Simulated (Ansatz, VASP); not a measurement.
# Bi2Se3 in VASP and in Ansatz

```
Bi Se
1.0
    -2.62113    2.62113    5.73658
     2.62113   -2.62113    5.73658
     2.62113    2.62113   -5.73658
Bi Se
2 3
Direct
  0.75000 0.25000 0.50000
  0.25000 0.75000 0.50000
  0.50000 0.00000 0.50000
  0.00000 0.50000 0.50000
  0.50000 0.50000 0.00000
```

Alike in both runs: functional PBE; k mesh 4 × 4 × 4; occupations gaussian, width 0.1 eV; no spin polarisation.

Ansatz relaxed the structure, and its values are those at the end. VASP's run is a single point on that final structure, the one shown.

|  | VASP | Ansatz |
| --- | --- | --- |
| version | VASP 6.6.1 | Ansatz 0.2.0 |
| potentials or method | VASP PAW PBE potentials, release 64 (Bi_d, Se), cutoff 520 eV | scalar-relativistic, plane waves, PAW |
| valence electrons in the cell | 48 | 78 |

|  | VASP | Ansatz | Ansatz less VASP |
| --- | --- | --- | --- |
| gap on the k mesh at the Fermi level (eV) | none | none | - |
| pressure (GPa) | -0.1 | -0.1 | 0.00 |

A gap of «none» marks a metal or a gap that the smearing closes. VASP's potentials hold 48 valence electrons a cell and Ansatz's 78, so a difference there can come from the potentials and not from the codes.

The k mesh is coarse, so the values compare programs but aren't converged. Neither program's run includes spin-orbit coupling.
